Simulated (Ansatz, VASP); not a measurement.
**One calculation of GaAs, two programs**

```
CELL_PARAMETERS angstrom
0.00000 2.82685 2.82685
2.82685 0.00000 2.82685
2.82685 2.82685 0.00000
ATOMIC_POSITIONS crystal
Ga 0.00000 0.00000 0.00000
As 0.75000 0.75000 0.75000
```

Alike in both runs: task single point; functional PBE; k mesh 3 × 3 × 3; occupations gaussian, width 0.03 eV; no spin polarisation.

```csv
,VASP,Ansatz
version,VASP 6.6.1,Ansatz 0.2.0
potentials or method,"VASP PAW PBE potentials, release 64 (Ga_d, As), cutoff 500 eV","PAW, plane waves, scalar-relativistic"
valence electrons in the cell,18,28
```

```tsv
	VASP	Ansatz	Ansatz less VASP
pressure (GPa)	4.7	4.5	-0.17
```

The functional is the same, so the differences come from potentials, cutoffs and numerics. VASP's potentials hold 18 valence electrons a cell and Ansatz's 28, so a difference there can come from the potentials and not from the codes.

The k mesh is coarse, so the values compare programs but aren't converged.
